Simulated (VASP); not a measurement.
The system is SbAu3S3.

```
Sb S Au
1.0
     5.37428    0.00000    0.00000
     0.00000    3.41944    4.35793
     0.00000   -3.41944    4.35793
Sb S Au
1 3 3
Cartesian
  0.0000 0.0000 7.6773
  2.6871 1.7304 5.7677
  2.6871 -1.7304 5.7677
  2.6871 0.0000 6.8615
  0.0000 0.0000 3.6101
  0.0000 1.8599 5.6450
  0.0000 -1.8599 5.6450
```

- Program: VASP 6.6.1
- Task: relaxation of cell and atoms
- Functional: PBE
- Potentials or basis: VASP PAW PBE potentials, release 64 (Sb, S, Au)
- Cutoff: 600 eV
- k mesh: 6 × 6 × 6
- Occupations: gaussian, width 0.1 eV
- Spin: no spin polarisation

At the start: pressure 0.4 GPa; volume 22.88 Å³/atom.

Question: Where does the relaxation end?

Answer: Over 31 steps the energy falls by 10.2 meV/atom and the volume is 23.13 Å³/atom (+1.1 %); space group Amm2 (No. 38, to 0.05 Å).

The path:
```csv
step,energy change (eV),largest force (eV/Å),pressure (GPa),volume (Å³)
1,0.0000,0.2731,0.38,160.17
2,-0.0170,0.2054,0.06,161.42
3,-0.0254,0.3663,-0.33,163.21
4,-0.0389,0.2241,-0.37,163.08
5,-0.0574,0.2056,-0.44,162.66
6,-0.0603,0.2028,0.85,160.30
7,-0.0629,0.1074,0.31,161.26
8,-0.0669,0.0450,0.07,161.62
9,-0.0670,0.0561,0.05,161.65
10,-0.0681,0.0242,-0.07,161.96
11,-0.0683,0.0303,-0.14,162.12
12,-0.0684,0.0699,0.16,161.55
13,-0.0686,0.0402,0.04,161.77
14,-0.0690,0.0320,0.06,161.60
15,-0.0691,0.0449,0.09,161.47
16,-0.0695,0.0446,0.01,161.66
17,-0.0700,0.0520,-0.18,162.20
18,-0.0702,0.0388,-0.16,162.18
19,-0.0705,0.0482,-0.08,162.14
20,-0.0706,0.0529,-0.04,162.12
21,-0.0707,0.0460,-0.03,162.06
22,-0.0709,0.0283,0.02,161.92
23,-0.0709,0.0320,0.11,161.64
24,-0.0710,0.0175,0.06,161.81
25,-0.0710,0.0202,0.00,161.90
26,-0.0710,0.0275,-0.02,161.94
27,-0.0711,0.0216,-0.03,161.96
28,-0.0711,0.0174,-0.04,162.04
29,-0.0712,0.0123,0.02,161.92
30,-0.0712,0.0135,0.03,161.91
31,-0.0712,0.0053,0.01,161.92
```

Final structure:
```cif
data_structure
_symmetry_space_group_name_H-M 'P 1'
_symmetry_Int_Tables_number 1
_cell_length_a 5.4324
_cell_length_b 5.4872
_cell_length_c 5.4872
_cell_angle_alpha 81.854
_cell_angle_beta 90.000
_cell_angle_gamma 90.000
_cell_volume 161.92
loop_
_atom_site_label
_atom_site_type_symbol
_atom_site_fract_x
_atom_site_fract_y
_atom_site_fract_z
_atom_site_occupancy
Sb1 Sb 0.00000 0.87022 0.87022 1
S1 S 0.50000 0.90632 0.42561 1
S2 S 0.50000 0.42561 0.90632 1
S3 S 0.50000 0.79723 0.79723 1
Au1 Au 0.00000 0.41649 0.41649 1
Au2 Au 0.00000 0.92301 0.36221 1
Au3 Au 0.00000 0.36221 0.92301 1
```
